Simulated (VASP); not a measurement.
# BaTiO3 (P4mm) in VASP: notebook

Runs on BaTiO3. Level: PBE. Tasks: single point.

Program: VASP 6.6.1. These are calculated values, not measurements. Logs are shortened: lines on timing, memory, paths and dates and some standing lists are left out, and cuts for length are marked.

## (1) The cell of the first run

Symmetry: P4mm, No. 99, tetragonal system. The conventional cell has a = 4.165 Å, b = 4.165 Å, c = 3.973 Å, α = 90.00°, β = 90.00°, γ = 90.00°. Ba (site symmetry 4mm) has 12 O at 2.84 to 2.95 Å and 8 Ti at 3.52 to 3.58 Å within 3.7 Å. Within 2.4 Å of Ti (site symmetry 4mm) lie 6 O at 1.83 to 2.14 Å. O (site symmetry 2mm) has 2 Ti at 2.09 Å within 2.8 Å. Within 2.4 Å of O (site symmetry 4mm) lie 2 Ti at 1.83 to 2.14 Å.

## (2) Single point, PBE (biaxial strain in the a-b plane: +4.5 %, then relaxed in part)

Input file INCAR:

```
SYSTEM = BaTiO3
ALGO = Normal
EDIFF = 1E-6
ENCUT = 520
GGA = PE
ISIF = 2
ISMEAR = 0
LASPH = .True.
LCHARG = .True.
LELF = .True.
LREAL = .False.
LVHAR = .True.
LWAVE = .False.
NBANDS = 28
NELM = 80
PREC = Accurate
SIGMA = 0.02
```

Input file KPOINTS:

```
k-points
0
Gamma
  8 8 6
  0 0 0
```

Input file POSCAR:

```
BaTiO3
1.0
    4.1647950348      0.0000000000      0.0000000000
    0.0000000000      4.1647950348      0.0000000000
    0.0000000000      0.0000000000      3.9731101860
Ba Ti O
1 1 3
Direct
    0.5000000000      0.5000000000      0.5807677726
    0.0000000000      0.0000000000      0.0937127202
    0.0000000000      0.5000000000      0.0653075929
    0.5000000000      0.0000000000      0.0653075929
    0.0000000000      0.0000000000      0.5549013114
```

Potentials or basis: VASP PAW PBE potentials, release 64 (Ba_sv, Ti_sv, O).

Started as:

```console
cat potpaw_PBE.64/Ba_sv/POTCAR potpaw_PBE.64/Ti_sv/POTCAR potpaw_PBE.64/O/POTCAR > POTCAR
mpirun -np 1 vasp_std > vasp.out
```

OUTCAR:

```text
SYSTEM = BaTiO3
   EDIFF = 1E-6
   ENCUT = 520
   GGA = PE
   ISIF = 2
   ISMEAR = 0
   LASPH = .True.
   LREAL = .False.
   NELM = 80
   PREC = Accurate

 ion  position               nearest neighbor table
   1  0.500  0.500  0.581-   3 2.84   4 2.84   4 2.84   3 2.84   3 2.92   4 2.92   4 2.92   3 2.92
                             5 2.95   5 2.95   5 2.95   5 2.95   2 3.52   2 3.52   2 3.52   2 3.52
   2  0.000  0.000  0.094-   5 1.83   4 2.09   3 2.09   3 2.09   4 2.09   5 2.14   1 3.52   1 3.52
                             1 3.52   1 3.52   1 3.58   1 3.58   1 3.58   1 3.58
   3  0.000  0.500  0.065-   2 2.09   2 2.09   1 2.84   1 2.84   1 2.92   1 2.92
   4  0.500  0.000  0.065-   2 2.09   2 2.09   1 2.84   1 2.84   1 2.92   1 2.92
   5  0.000  0.000  0.555-   2 1.83   2 2.14   1 2.95   1 2.95   1 2.95   1 2.95

  LATTYP: Found a simple tetragonal cell.
 ALAT       =     4.1647950348
 C/A-ratio  =     0.9539749622

  Lattice vectors:

 A1 = (   4.1647950348,   0.0000000000,   0.0000000000)
 A2 = (   0.0000000000,   4.1647950348,   0.0000000000)
 A3 = (   0.0000000000,   0.0000000000,   3.9731101860)

Analysis of symmetry for initial positions (statically):
=====================================================================
 Subroutine PRICEL returns:
 Original cell was already a primitive cell.

 Routine SETGRP: Setting up the symmetry group for a
 simple tetragonal supercell.

 Subroutine GETGRP returns: Found  8 space group operations
 (whereof  8 operations were pure point group operations)
 out of a pool of 16 trial point group operations.

The static configuration has the point symmetry C_4v.

Analysis of symmetry for dynamics (positions and initial velocities):
=====================================================================
 Subroutine PRICEL returns:
 Original cell was already a primitive cell.

 Routine SETGRP: Setting up the symmetry group for a
 simple tetragonal supercell.

 Subroutine GETGRP returns: Found  8 space group operations
 (whereof  8 operations were pure point group operations)
 out of a pool of 16 trial point group operations.

The dynamic configuration has the point symmetry C_4v.

 Subroutine INISYM returns: Found  8 space group operations
 (whereof  8 operations are pure point group operations),
 and found     1 'primitive' translations

----------------------------------------------------------------------------------------

                                     Primitive cell

  volume of cell :      68.9157

  direct lattice vectors                    reciprocal lattice vectors
     4.164795035  0.000000000  0.000000000     0.240107854  0.000000000  0.000000000
     0.000000000  4.164795035  0.000000000     0.000000000  0.240107854  0.000000000
     0.000000000  0.000000000  3.973110186     0.000000000  0.000000000  0.251691988

  length of vectors
     4.164795035  4.164795035  3.973110186     0.240107854  0.240107854  0.251691988

  position of ions in fractional coordinates (direct lattice)
     0.500000000  0.500000000  0.580767773
     0.000000000  0.000000000  0.093712720
     0.000000000  0.500000000  0.065307593
     0.500000000  0.000000000  0.065307593
     0.000000000  0.000000000  0.554901311

  ion indices of the primitive-cell ions
   primitive index   ion index
                 1           1
                 2           2
                 3           3
                 4           4
                 5           5

----------------------------------------------------------------------------------------

 KPOINTS: k-points

Automatic generation of k-mesh.
 Grid dimensions read from file:
 generate k-points for:    8    8    6

 Generating k-lattice:

  Cartesian coordinates                     Fractional coordinates (reciprocal lattice)
     0.030013482  0.000000000  0.000000000     0.125000000  0.000000000  0.000000000
     0.000000000  0.030013482  0.000000000     0.000000000  0.125000000  0.000000000
     0.000000000  0.000000000  0.041948665     0.000000000  0.000000000  0.166666667

  Length of vectors
     0.030013482  0.030013482  0.041948665

  Shift w.r.t. Gamma in fractional coordinates (k-lattice)
     0.000000000  0.000000000  0.000000000

 Subroutine IBZKPT returns following result:
 ===========================================

 Found     60 irreducible k-points:

 Following reciprocal coordinates:
            Coordinates               Weight
  0.000000  0.000000  0.000000      1.000000
  0.125000  0.000000  0.000000      4.000000
  0.250000  0.000000  0.000000      4.000000
  0.375000  0.000000  0.000000      4.000000
  0.500000  0.000000  0.000000      2.000000
  0.125000  0.125000  0.000000      4.000000
[... 16 lines left out ...]
  0.375000  0.125000  0.166667     16.000000
  0.500000  0.125000  0.166667      8.000000
 [... further k-points ...]
   k-points           NKPTS =     60   k-points in BZ     NKDIM =     60   number of bands    NBANDS=     28
   number of dos      NEDOS =    301   number of ions     NIONS =      5
   total plane-waves  NPLWV =  30720
   dimension x,y,z NGX =    32 NGY =   32 NGZ =   30
   dimension x,y,z NGXF=    64 NGYF=   64 NGZF=   60
   ions per type =               1   1   3
   NGX,Y,Z   is equivalent  to a cutoff of  12.77, 12.77, 12.55 a.u.
   NGXF,Y,Z  is equivalent  to a cutoff of  25.55, 25.55, 25.11 a.u.
 SYSTEM =  BaTiO3
   PREC   = accura    normal or accurate (medium, high low for compatibility)
   ISTART =      0    job   : 0-new  1-cont  2-samecut
   ICHARG =      2    charge: 1-file 2-atom 10-const
   ISPIN  =      1    spin polarized calculation?
   LNONCOLLINEAR =      F non collinear calculations
   LSORBIT =      F    spin-orbit coupling
   LASPH  =      T    aspherical Exc in radial PAW
   ENCUT  =  520.0 eV  38.22 Ry    6.18 a.u.   7.74  7.74  7.39*2*pi/ulx,y,z
   NELM   =     80;   NELMIN=  2; NELMDL= -5     # of ELM steps
   EDIFF  = 0.1E-05   stopping-criterion for ELM
   LREAL  =      F    real-space projection
   EDIFFG = 0.1E-04   stopping-criterion for IOM
   NSW    =      0    number of steps for IOM
   IBRION =     -1    ionic relax: 0-MD 1-quasi-New 2-CG
   NFREE  =      0    steps in history (QN), initial steepest desc. (CG)
   ISIF   =      2    stress and relaxation
   ISYM   =      2    0-nonsym 1-usesym 2-fastsym
   POTIM  = 0.5000    time-step for ionic-motion
   TEBEG  =    0.0;   TEEND  =   0.0 temperature during run
   PSTRESS=    0.0 pullay stress
   NELECT =      40.0000    total number of electrons
   NUPDOWN=      -1.0000    fix difference up-down
   EMIN   =  10.00;   EMAX   =-10.00  energy-range for DOS
   EFERMI =   0.00;   METHOD = LEGACY
   ISMEAR =     0;   SIGMA  =   0.02  broadening in eV -4-tet -1-fermi 0-gaus
   EFERMI_NEDOS =   21; number of points for ismear=-14 and -15
   IALGO  =     38    algorithm
   IMIX   =      4    mixing-type and parameters
     AMIX     =   0.40;   BMIX     =  1.00
     AMIX_MAG =   1.60;   BMIX_MAG =  1.00
  volume/ion in A,a.u.               =      13.78        93.01
  Fermi-wavevector in a.u.,A,eV,Ry     =   1.365596  2.580602 25.372854  1.864852
  Thomas-Fermi vector in A             =   2.491810
   LORBIT       =      0    0 simple, 1 ext, 2 COOP (PROOUT), +10 PAW based schemes
   GGA     = PE    functional components
   LHFCALC =     F    Hartree Fock is set to
   AEXX    =    0.0000 exact exchange contribution
   IVDW    =     0    specifies the selected vdW correction
   LEPSILON=     F    determine dielectric tensor
   LRPA    =     F    only Hartree local field effects (RPA)
 non-spin polarized calculation
 Gauss-broadening in eV      SIGMA  =   0.02
  energy-cutoff  :      520.00
  volume of cell :       68.92
 maximum number of plane-waves:      1887
 NGX is ok and might be reduce to    32
   NGX = 15   NGY = 15   NGZ = 15

 number of electron      40.0000004 magnetization

 Free energy of the ion-electron system (eV)
  ---------------------------------------------------
  ext. energy  EPLUGINS =         0.00000000
  ---------------------------------------------------
  free energy    TOTEN  =       -39.88052690 eV

  energy without entropy =      -39.88052690  energy(sigma->0) =      -39.88052690

 E-fermi :   3.5594     XC(G=0): -10.8736

 val. band max:        3.2893331675   @ k =   0.5000   0.5000   0.5000
 cond. band min:       4.9479295721   @ k =   0.0000   0.0000   0.0000
 fundamental gap:      1.6585964046
 Fermi energy:         3.5594081321

 k-point     1 :       0.0000    0.0000    0.0000
  band No.  band energies     occupation
      1     -53.4888      2.00000
      2     -29.7397      2.00000
      3     -29.6663      2.00000
      4     -29.6663      2.00000
      5     -21.7192      2.00000
      6     -13.5649      2.00000
[... 20 lines left out ...]
     27       8.4798      0.00000
     28       9.9266      0.00000

 k-point     2 :       0.1250    0.0000    0.0000
  band No.  band energies     occupation
      1     -53.4887      2.00000
      2     -29.7395      2.00000
      3     -29.6706      2.00000
      4     -29.6661      2.00000
      5     -21.7089      2.00000
      6     -13.5792      2.00000
[... 20 lines left out ...]
     27       8.7343      0.00000
     28      10.2611      0.00000

 k-point     3 :       0.2500    0.0000    0.0000
  band No.  band energies     occupation
      1     -53.4886      2.00000
      2     -29.7392      2.00000
      3     -29.6811      2.00000
      4     -29.6658      2.00000
      5     -21.6838      2.00000
      6     -13.6263      2.00000
[... 20 lines left out ...]
     27       9.3717      0.00000
     28      11.2109      0.00000

 k-point     4 :       0.3750    0.0000    0.0000
  band No.  band energies     occupation
      1     -53.4884      2.00000
      2     -29.7388      2.00000
      3     -29.6915      2.00000
      4     -29.6654      2.00000
      5     -21.6583      2.00000
      6     -13.6870      2.00000
[... 578 lines left out ...]
     27       9.9398      0.00000
     28      11.0497      0.00000

 k-point    23 :       0.3750    0.1250    0.1667
  band No.  band energies     occupation
      1     -53.4880      2.00000
      2     -29.7523      2.00000
      3     -29.6906      2.00000
      4     -29.6691      2.00000
      5     -21.6318      2.00000
      6     -13.5132      2.00000
[... 20 lines left out ...]
     27      10.6090      0.00000
     28      11.5248      0.00000

 k-point    24 :       0.5000    0.1250    0.1667
  band No.  band energies     occupation
      1     -53.4879      2.00000
      2     -29.7521      2.00000
      3     -29.6949      2.00000
      4     -29.6689      2.00000
      5     -21.6225      2.00000
      6     -13.5297      2.00000
[... 20 lines left out ...]
     27      10.8852      0.00000
     28      11.7148      0.00000

 [... further k-points ...]
[... 5 lines left out ...]
  --------------------------------------------------------------------------------------
  -------------------------------------------------------------------------------------
  Total       -3.6741903     -3.6741903      0.7085133      0.0000000      0.0000000      0.0000000
  in kB      -85.4189750    -85.4189750     16.4717861      0.0000000      0.0000000      0.0000000
  external PRESSURE =     -51.4553879 kB  Pullay stress =       0.0000000 kB

 VOLUME and BASIS-vectors are now :
 -----------------------------------------------------------------------------
  energy-cutoff  :      520.00
  volume of cell :       68.92
      direct lattice vectors                 reciprocal lattice vectors
     4.164795035  0.000000000  0.000000000     0.240107854  0.000000000  0.000000000
     0.000000000  4.164795035  0.000000000     0.000000000  0.240107854  0.000000000
     0.000000000  0.000000000  3.973110186     0.000000000  0.000000000  0.251691988

 POSITION                                       TOTAL-FORCE (eV/Angst)
 -----------------------------------------------------------------------------------
      2.08240      2.08240      2.30745        -0.000000     -0.000000     -0.025037
      0.00000      0.00000      0.37233        -0.000000      0.000000     -0.074424
      0.00000      2.08240      0.25947         0.000000      0.000000      0.013019
      2.08240      0.00000      0.25947        -0.000000      0.000000      0.013019
      0.00000      0.00000      2.20468        -0.000000      0.000000      0.073424
 -----------------------------------------------------------------------------------
    total drift:                                0.000000     -0.000000      0.000164

  FREE ENERGIE OF THE ION-ELECTRON SYSTEM (eV)
  ---------------------------------------------------
  free  energy   TOTEN  =       -39.8805269009 eV

  energy  without entropy=      -39.8805269009  energy(sigma->0) =      -39.88052690
```

Wall time 3.5 min (1 thread of AMD EPYC, shared host); peak memory 0.23 GiB.

Results:

| Property | Result |
| --- | --- |
| Free energy | -39.8805 eV |
| Pressure | -5.1 GPa |
| Largest force | 0.074 eV/Å |
| Band gap on the k mesh | 1.66 eV, indirect (least direct gap 1.96 eV) |

Forces in eV/Å, atoms in the order of the input:
```
Ba   0.000  0.000 -0.025
Ti   0.000  0.000 -0.074
O    0.000  0.000  0.013
O    0.000  0.000  0.013
O    0.000  0.000  0.073
```

Stress tensor (GPa, compression positive):
```
-8.54  0.00  0.00
 0.00 -8.54  0.00
 0.00  0.00  1.65
```

Levels at points of the mesh, in eV from the valence-band top:
```csv
k point,band 16,band 17,band 18,band 19,band 20,band 21,band 22,band 23,band 24,band 25
"(0.00, 0.00, 0.00)",-1.23,-0.84,-0.33,-0.30,-0.30,1.66,2.03,2.03,3.43,3.92
"(0.50, 0.00, 0.00)",-1.67,-1.51,-1.38,-0.92,-0.84,2.11,3.10,3.19,3.76,5.28
"(0.50, 0.50, 0.00)",-2.29,-1.80,-1.24,-1.24,-0.11,3.20,3.20,3.47,4.57,6.64
"(0.00, 0.00, 0.50)",-2.25,-1.71,-1.70,-0.67,-0.67,1.83,3.44,3.60,3.60,5.62
"(0.50, 0.00, 0.50)",-2.36,-1.66,-0.74,-0.74,-0.13,3.12,3.60,3.78,4.19,7.11
"(0.50, 0.50, 0.50)",-2.67,-2.07,-0.01,-0.01,0.00,3.69,3.97,3.97,6.12,6.47
```

Caveat: the cell differs from its parent crystal (biaxial strain in the a-b plane: +4.5 %, then relaxed in part); spin-orbit coupling is left out, which moves the levels of the heavy elements. A k mesh can miss the band edges.

[end of part 1 of 3]
